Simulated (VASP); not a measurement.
The system is RbBr.

```xyz
2
Lattice="0.0000 3.8695 3.8695 3.8695 0.0000 3.8695 3.8695 3.8695 0.0000" Properties=species:S:1:pos:R:3 pbc="T T T"
Rb    0.0000    0.0000    0.0000
Br    1.9347    1.9347    1.9347
```

Base run:

| Property | Result |
| --- | --- |
| Program | VASP 6.6.1 |
| Functional | PBE |
| Potentials or basis | VASP PAW PBE potentials, release 64 (Rb_sv, Br) |
| Cutoff | 520 eV |
| k mesh | 4 × 4 × 4 |
| Occupations | gaussian, width 0.01 eV |
| Spin | no spin polarisation |

Its results: band gap on the k mesh 4.07 eV, indirect (least direct gap 4.16 eV); pressure 0.2 GPa.

**Question.** The run is repeated on the same cell with these changes: functional from PBE to HF. What comes out?

**Answer.** Band gap on the k mesh 10.98 eV, indirect (least direct gap 11.07 eV); pressure 0.9 GPa.

HF gives the wider gap, since exact exchange removes part of the self-interaction.

Caveats: the PAW data sets were made with another functional, which shifts forces and pressure a little (some runs).

A k mesh can miss the band edges.
